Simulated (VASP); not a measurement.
# CdTe (gw) (I-4m2) in VASP: notebook

The runs below take CdTe (gw) through single point, with PBEsol.

Program: VASP 6.6.1. These are calculated values, not measurements. Logs are shortened: lines on timing, memory, paths and dates and some standing lists are left out, and cuts for length are marked.

### Step 1. The cell of the first run

The structure is tetragonal, space group I-4m2 (No. 119). Conventional cell: a = 4.608 Å, b = 4.608 Å, c = 6.426 Å, α = 90.00°, β = 90.00°, γ = 90.00°. Within 3.7 Å of Cd (site symmetry -4m2) lie 4 Te at 2.81 Å. Within 3.7 Å of Te (site symmetry -4m2) lie 4 Cd at 2.81 Å.

### Step 2. Single point, PBEsol

Contents of INCAR:

```
SYSTEM = CdTe
PREC = Accurate
ENCUT = 500
EDIFF = 1E-6
ISMEAR = 0
SIGMA = 0.01
LREAL = .False.
LASPH = .True.
NELM = 120
ALGO = Normal
ISIF = 2
LWAVE = .False.
LCHARG = .True.
GGA = PS
LELF = .True.
LVHAR = .True.
NBANDS = 16
GGA_COMPAT = .False.
```

Contents of KPOINTS:

```
regular mesh
0
Gamma
  4 4 4
  0 0 0
```

Contents of POSCAR:

```
CdTe
1.0
    0.0000000000      3.2583783409      3.2128218933
    3.2583783409      0.0000000000      3.2128218933
    3.2583783409      3.2583783409      0.0000000000
Cd Te
1 1
Direct
    0.0000000000      0.0000000000      0.0000000000
    0.2500000000      0.2500000000      0.2500000000
```

Potentials or basis: VASP PAW PBE potentials, release 64 (Cd, Te).

Command:

```bash
cat potpaw_PBE.64/Cd/POTCAR potpaw_PBE.64/Te/POTCAR > POTCAR
mpirun -np 1 vasp_std > vasp.out
```

OUTCAR:

```text
SYSTEM = CdTe
   PREC = Accurate
   ENCUT = 500
   EDIFF = 1E-6
   ISMEAR = 0
   LREAL = .False.
   LASPH = .True.
   NELM = 120
   ISIF = 2
   GGA = PS

 ion  position               nearest neighbor table
   1  0.000  0.000  0.000-   2 2.81   2 2.81   2 2.81   2 2.81
   2  0.250  0.250  0.250-   1 2.81   1 2.81   1 2.81   1 2.81

  LATTYP: Found a body centered tetragonal cell.
 ALAT       =     4.6080428410
 C/A-ratio  =     1.3944409825

  Lattice vectors:

 A1 = (   0.0000000000,  -3.2583783409,  -3.2128218933)
 A2 = (   0.0000000000,   3.2583783409,  -3.2128218933)
 A3 = (   3.2583783409,   0.0000000000,   3.2128218933)

Analysis of symmetry for initial positions (statically):
=====================================================================
 Subroutine PRICEL returns:
 Original cell was already a primitive cell.

 Routine SETGRP: Setting up the symmetry group for a
 body centered tetragonal supercell.

 Subroutine GETGRP returns: Found  8 space group operations
 (whereof  8 operations were pure point group operations)
 out of a pool of 16 trial point group operations.

The static configuration has the point symmetry D_2d.

Analysis of symmetry for dynamics (positions and initial velocities):
=====================================================================
 Subroutine PRICEL returns:
 Original cell was already a primitive cell.

 Routine SETGRP: Setting up the symmetry group for a
 body centered tetragonal supercell.

 Subroutine GETGRP returns: Found  8 space group operations
 (whereof  8 operations were pure point group operations)
 out of a pool of 16 trial point group operations.

The dynamic configuration has the point symmetry D_2d.

 Subroutine INISYM returns: Found  8 space group operations
 (whereof  8 operations are pure point group operations),
 and found     1 'primitive' translations

----------------------------------------------------------------------------------------

                                     Primitive cell

  volume of cell :      68.2212

  direct lattice vectors                    reciprocal lattice vectors
     0.000000000  3.258378341  3.212821893    -0.153450566  0.153450566  0.155626430
     3.258378341  0.000000000  3.212821893     0.153450566 -0.153450566  0.155626430
     3.258378341  3.258378341  0.000000000     0.153450566  0.153450566 -0.155626430

  length of vectors
     4.575942955  4.575942955  4.608042841     0.267046322  0.267046322  0.267046322

  position of ions in fractional coordinates (direct lattice)
     0.000000000  0.000000000  0.000000000
     0.250000000  0.250000000  0.250000000

  ion indices of the primitive-cell ions
   primitive index   ion index
                 1           1
                 2           2

----------------------------------------------------------------------------------------

 KPOINTS: regular mesh

Automatic generation of k-mesh.
 Grid dimensions read from file:
 generate k-points for:    4    4    4

 Generating k-lattice:

  Cartesian coordinates                     Fractional coordinates (reciprocal lattice)
    -0.038362641  0.038362641  0.038906607     0.250000000  0.000000000  0.000000000
     0.038362641 -0.038362641  0.038906607     0.000000000  0.250000000  0.000000000
     0.038362641  0.038362641 -0.038906607     0.000000000  0.000000000  0.250000000

  Length of vectors
     0.066761580  0.066761580  0.066761580

  Shift w.r.t. Gamma in fractional coordinates (k-lattice)
     0.000000000  0.000000000  0.000000000

 Subroutine IBZKPT returns following result:
 ===========================================

 Found     13 irreducible k-points:

 Following reciprocal coordinates:
            Coordinates               Weight
  0.000000  0.000000  0.000000      1.000000
  0.250000  0.000000  0.000000      8.000000
  0.500000  0.000000  0.000000      4.000000
  0.250000  0.250000  0.000000      2.000000
  0.500000  0.250000  0.000000      8.000000
 -0.250000  0.250000  0.000000      4.000000
  0.500000  0.500000  0.000000      1.000000
  0.250000  0.000000  0.250000      4.000000
  0.500000  0.000000  0.250000     16.000000
 -0.250000 -0.000000  0.250000      8.000000
 -0.250000  0.500000  0.250000      4.000000
  0.500000  0.000000  0.500000      2.000000
 -0.250000  0.250000  0.500000      2.000000
   k-points           NKPTS =     13   k-points in BZ     NKDIM =     13   number of bands    NBANDS=     16
   number of dos      NEDOS =    301   number of ions     NIONS =      2
   total plane-waves  NPLWV =  46656
   dimension x,y,z NGX =    36 NGY =   36 NGZ =   36
   dimension x,y,z NGXF=    72 NGYF=   72 NGZF=   72
   ions per type =               1   1
   NGX,Y,Z   is equivalent  to a cutoff of  13.08, 13.08, 12.99 a.u.
   NGXF,Y,Z  is equivalent  to a cutoff of  26.16, 26.16, 25.98 a.u.
 SYSTEM =  CdTe
   PREC   = accura    normal or accurate (medium, high low for compatibility)
   ISTART =      0    job   : 0-new  1-cont  2-samecut
   ICHARG =      2    charge: 1-file 2-atom 10-const
   ISPIN  =      1    spin polarized calculation?
   LNONCOLLINEAR =      F non collinear calculations
   LSORBIT =      F    spin-orbit coupling
   LASPH  =      T    aspherical Exc in radial PAW
   ENCUT  =  500.0 eV  36.75 Ry    6.06 a.u.   8.34  8.34  8.40*2*pi/ulx,y,z
   NELM   =    120;   NELMIN=  2; NELMDL= -5     # of ELM steps
   EDIFF  = 0.1E-05   stopping-criterion for ELM
   LREAL  =      F    real-space projection
   EDIFFG = 0.1E-04   stopping-criterion for IOM
   NSW    =      0    number of steps for IOM
   IBRION =     -1    ionic relax: 0-MD 1-quasi-New 2-CG
   NFREE  =      0    steps in history (QN), initial steepest desc. (CG)
   ISIF   =      2    stress and relaxation
   ISYM   =      2    0-nonsym 1-usesym 2-fastsym
   POTIM  = 0.5000    time-step for ionic-motion
   TEBEG  =    0.0;   TEEND  =   0.0 temperature during run
   PSTRESS=    0.0 pullay stress
   NELECT =      18.0000    total number of electrons
   NUPDOWN=      -1.0000    fix difference up-down
   EMIN   =  10.00;   EMAX   =-10.00  energy-range for DOS
   EFERMI =   0.00;   METHOD = LEGACY
   ISMEAR =     0;   SIGMA  =   0.01  broadening in eV -4-tet -1-fermi 0-gaus
   EFERMI_NEDOS =   21; number of points for ismear=-14 and -15
   IALGO  =     38    algorithm
   IMIX   =      4    mixing-type and parameters
     AMIX     =   0.40;   BMIX     =  1.00
     AMIX_MAG =   1.60;   BMIX_MAG =  1.00
  volume/ion in A,a.u.               =      34.11       230.19
  Fermi-wavevector in a.u.,A,eV,Ry     =   1.050008  1.984227 15.000640  1.102516
  Thomas-Fermi vector in A             =   2.184993
   LORBIT       =      0    0 simple, 1 ext, 2 COOP (PROOUT), +10 PAW based schemes
   GGA     = PS    functional components
   LHFCALC =     F    Hartree Fock is set to
   AEXX    =    0.0000 exact exchange contribution
   IVDW    =     0    specifies the selected vdW correction
   LEPSILON=     F    determine dielectric tensor
   LRPA    =     F    only Hartree local field effects (RPA)
 non-spin polarized calculation
 Gauss-broadening in eV      SIGMA  =   0.01
  energy-cutoff  :      500.00
  volume of cell :       68.22
 maximum number of plane-waves:      1767
 NGX is ok and might be reduce to    36
   NGX = 17   NGY = 17   NGZ = 17

 number of electron      17.9999997 magnetization

 Free energy of the ion-electron system (eV)
  ---------------------------------------------------
  ext. energy  EPLUGINS =         0.00000000
  ---------------------------------------------------
  free energy    TOTEN  =        -5.42240068 eV

  energy without entropy =       -5.42240068  energy(sigma->0) =       -5.42240068

 E-fermi :   2.2951     XC(G=0):  -8.7569

 val. band max:        2.2481921952   @ k =   0.0000   0.0000   0.0000
 cond. band min:       2.8576796061   @ k =   0.0000   0.0000   0.0000
 fundamental gap:      0.6094874109
 Fermi energy:         2.2951098088

 k-point     1 :       0.0000    0.0000    0.0000
  band No.  band energies     occupation
      1      -8.9754      2.00000
      2      -6.0629      2.00000
      3      -6.0629      2.00000
      4      -6.0595      2.00000
      5      -5.8025      2.00000
      6      -5.8001      2.00000
[... 8 lines left out ...]
     15      11.4443      0.00000
     16      11.6350      0.00000

 k-point     2 :       0.2500    0.0000    0.0000
  band No.  band energies     occupation
      1      -8.7723      2.00000
      2      -6.0273      2.00000
      3      -6.0246      2.00000
      4      -5.8662      2.00000
      5      -5.8019      2.00000
      6      -5.8012      2.00000
[... 8 lines left out ...]
     15      10.5661      0.00000
     16      10.6304      0.00000

 k-point     3 :       0.5000    0.0000    0.0000
  band No.  band energies     occupation
      1      -8.5714      2.00000
      2      -6.0005      2.00000
      3      -5.9966      2.00000
      4      -5.7935      2.00000
      5      -5.7910      2.00000
      6      -5.4523      2.00000
[... 8 lines left out ...]
     15      12.4124      0.00000
     16      12.5034      0.00000

 k-point     4 :       0.2500    0.2500    0.0000
  band No.  band energies     occupation
      1      -8.7035      2.00000
      2      -5.9852      2.00000
      3      -5.9852      2.00000
      4      -5.9068      2.00000
      5      -5.7861      2.00000
      6      -5.7666      2.00000
[... 8 lines left out ...]
     15      11.9958      0.00000
     16      12.7802      0.00000

 k-point     5 :       0.5000    0.2500    0.0000
  band No.  band energies     occupation
      1      -8.5086      2.00000
      2      -5.9647      2.00000
      3      -5.9471      2.00000
      4      -5.8453      2.00000
      5      -5.7843      2.00000
      6      -5.3914      2.00000
[... 8 lines left out ...]
     15      12.6834      0.00000
     16      13.1772      0.00000

 k-point     6 :      -0.2500    0.2500    0.0000
  band No.  band energies     occupation
      1      -8.5748      2.00000
      2      -5.9827      2.00000
      3      -5.9789      2.00000
      4      -5.8091      2.00000
      5      -5.8086      2.00000
      6      -5.5340      2.00000
[... 8 lines left out ...]
     15      11.5535      0.00000
     16      13.3107      0.00000

 k-point     7 :       0.5000    0.5000    0.0000
  band No.  band energies     occupation
      1      -8.4446      2.00000
      2      -5.9108      2.00000
      3      -5.8977      2.00000
      4      -5.8977      2.00000
      5      -5.7697      2.00000
      6      -5.2991      2.00000
[... 8 lines left out ...]
     15      12.9847      0.00000
     16      13.6902      0.00000

 k-point     8 :       0.2500    0.0000    0.2500
  band No.  band energies     occupation
      1      -8.7080      2.00000
      2      -5.9867      2.00000
      3      -5.9811      2.00000
      4      -5.9042      2.00000
      5      -5.7868      2.00000
      6      -5.7771      2.00000
[... 8 lines left out ...]
     15      12.1020      0.00000
     16      12.6909      0.00000

 k-point     9 :       0.5000    0.0000    0.2500
  band No.  band energies     occupation
      1      -8.5119      2.00000
      2      -5.9665      2.00000
      3      -5.9452      2.00000
      4      -5.8416      2.00000
      5      -5.7857      2.00000
      6      -5.4024      2.00000
[... 8 lines left out ...]
     15      12.6736      0.00000
     16      13.0867      0.00000

 k-point    10 :      -0.2500   -0.0000    0.2500
  band No.  band energies     occupation
      1      -8.5741      2.00000
      2      -5.9837      2.00000
      3      -5.9786      2.00000
      4      -5.8108      2.00000
      5      -5.8081      2.00000
      6      -5.5287      2.00000
[... 8 lines left out ...]
     15      11.6796      0.00000
     16      13.1574      0.00000

 k-point    11 :      -0.2500    0.5000    0.2500
  band No.  band energies     occupation
      1      -8.4490      2.00000
      2      -5.9408      2.00000
      3      -5.9322      2.00000
      4      -5.8313      2.00000
      5      -5.8015      2.00000
      6      -5.2289      2.00000
[... 8 lines left out ...]
     15      13.3329      0.00000
     16      13.4255      0.00000

 k-point    12 :       0.5000    0.0000    0.5000
  band No.  band energies     occupation
      1      -8.4502      2.00000
      2      -5.9063      2.00000
      3      -5.9020      2.00000
      4      -5.8931      2.00000
      5      -5.7709      2.00000
      6      -5.3228      2.00000
[... 8 lines left out ...]
     15      13.0149      0.00000
     16      13.6741      0.00000

 k-point    13 :      -0.2500    0.2500    0.5000
  band No.  band energies     occupation
      1      -8.4521      2.00000
      2      -5.9376      2.00000
      3      -5.9350      2.00000
      4      -5.8306      2.00000
      5      -5.8006      2.00000
      6      -5.2367      2.00000
[... 8 lines left out ...]
     15      13.1649      0.00000
     16      13.3512      0.00000

------------------------ aborting loop because EDIFF is reached ----------------------------------------

  FORCE on cell =-STRESS in cart. coord.  units (eV):
  Direction    XX          YY          ZZ          XY          YZ          ZX
  --------------------------------------------------------------------------------------
  -------------------------------------------------------------------------------------
  Total        0.1623969      0.1623969      0.2622845      0.0000000      0.0000000     -0.0000000
  in kB        3.8138941      3.8138941      6.1597561      0.0000000      0.0000000     -0.0000000
  external PRESSURE =       4.5958481 kB  Pullay stress =       0.0000000 kB

 VOLUME and BASIS-vectors are now :
 -----------------------------------------------------------------------------
  energy-cutoff  :      500.00
  volume of cell :       68.22
      direct lattice vectors                 reciprocal lattice vectors
     0.000000000  3.258378341  3.212821893    -0.153450566  0.153450566  0.155626430
     3.258378341  0.000000000  3.212821893     0.153450566 -0.153450566  0.155626430
     3.258378341  3.258378341  0.000000000     0.153450566  0.153450566 -0.155626430

 POSITION                                       TOTAL-FORCE (eV/Angst)
 -----------------------------------------------------------------------------------
      0.00000      0.00000      0.00000        -0.000000     -0.000000     -0.000000
      1.62919      1.62919      1.60641         0.000000      0.000000      0.000000
 -----------------------------------------------------------------------------------
    total drift:                                0.000000      0.000000      0.000000

  FREE ENERGIE OF THE ION-ELECTRON SYSTEM (eV)
  ---------------------------------------------------
  free  energy   TOTEN  =        -5.4224006830 eV

  energy  without entropy=       -5.4224006830  energy(sigma->0) =       -5.42240068
```

Wall time 21 s (1 thread of Intel Xeon Platinum 8259CL at 2.50GHz (Skylake/Cascade Lake), shared host); peak memory 0.2 GiB.

Results:

| Quantity | Value |
| --- | --- |
| Free energy | -5.4224 eV |
| Pressure | 0.5 GPa |
| Band gap on the k mesh | 0.61 eV, direct |

Levels at points of the mesh, in eV from the valence-band top:
| k point | band 7 | band 8 | band 9 | band 10 | band 11 | band 12 |
| --- | --- | --- | --- | --- | --- | --- |
| (0.00, 0.00, 0.00) | -0.05 | -0.05 | 0.00 | 0.61 | 4.49 | 4.50 |
| (0.50, 0.00, 0.00) | -4.50 | -0.85 | -0.78 | 1.68 | 5.04 | 5.13 |
| (0.50, 0.50, 0.00) | -4.34 | -1.95 | -1.95 | 2.41 | 2.48 | 8.75 |
| (0.50, 0.00, 0.50) | -4.41 | -1.90 | -1.88 | 2.46 | 2.59 | 8.65 |

Caveat: the PAW data sets were made with another functional, which shifts forces and pressure a little; spin-orbit coupling is left out, which moves the levels of the heavy elements.

### Step 3. Single point, PBEsol

Contents of INCAR:

```
ALGO = Normal ; EDIFF = 1E-6
ENCUT = 500 ; GGA = PS
GGA_COMPAT = F ; ISIF = 2
ISMEAR = 0 ; LASPH = T
LCHARG = F ; LREAL = F
LWAVE = F ; NBANDS = 16
NELM = 120 ; PREC = Accurate
SIGMA = 0.01
```

Contents of KPOINTS:

```
k-points
0
Gamma
  4 4 4
```

POSCAR is that of step 2.

Potentials or basis: VASP PAW PBE potentials, release 64 (Cd, Te).

Command:

```bash
cat potpaw_PBE.64/Cd/POTCAR potpaw_PBE.64/Te/POTCAR > POTCAR
mpirun -np 1 vasp_std > vasp.out
```

Wall time 17 s (1 thread of Intel Xeon Platinum 8259CL at 2.50GHz (Skylake/Cascade Lake), shared host); peak memory 0.2 GiB.

The run converged. Its results:

- Free energy: -5.4224 eV
- Pressure: 0.5 GPa
- Band gap on the k mesh: 0.61 eV, direct

Stress tensor (GPa, compression positive):
```
0.38 0.00 0.00
0.00 0.38 0.00
0.00 0.00 0.62
```

Levels at points of the mesh, in eV from the valence-band top:
| k point | band 5 | band 6 | band 7 | band 8 | band 9 | band 10 | band 11 | band 12 | band 13 | band 14 |
| --- | --- | --- | --- | --- | --- | --- | --- | --- | --- | --- |
| (0.00, 0.00, 0.00) | -8.05 | -8.05 | -0.05 | -0.05 | 0.00 | 0.61 | 4.49 | 4.50 | 4.50 | 7.26 |
| (0.50, 0.00, 0.00) | -8.04 | -7.70 | -4.50 | -0.85 | -0.78 | 1.68 | 5.04 | 5.13 | 6.89 | 8.48 |
| (0.50, 0.50, 0.00) | -8.02 | -7.55 | -4.34 | -1.95 | -1.95 | 2.41 | 2.48 | 8.75 | 9.01 | 9.01 |
| (0.50, 0.00, 0.50) | -8.02 | -7.57 | -4.41 | -1.90 | -1.88 | 2.46 | 2.59 | 8.65 | 8.96 | 9.06 |

Caveat: the PAW data sets were made with another functional, which shifts forces and pressure a little; spin-orbit coupling is left out, which moves the levels of the heavy elements.
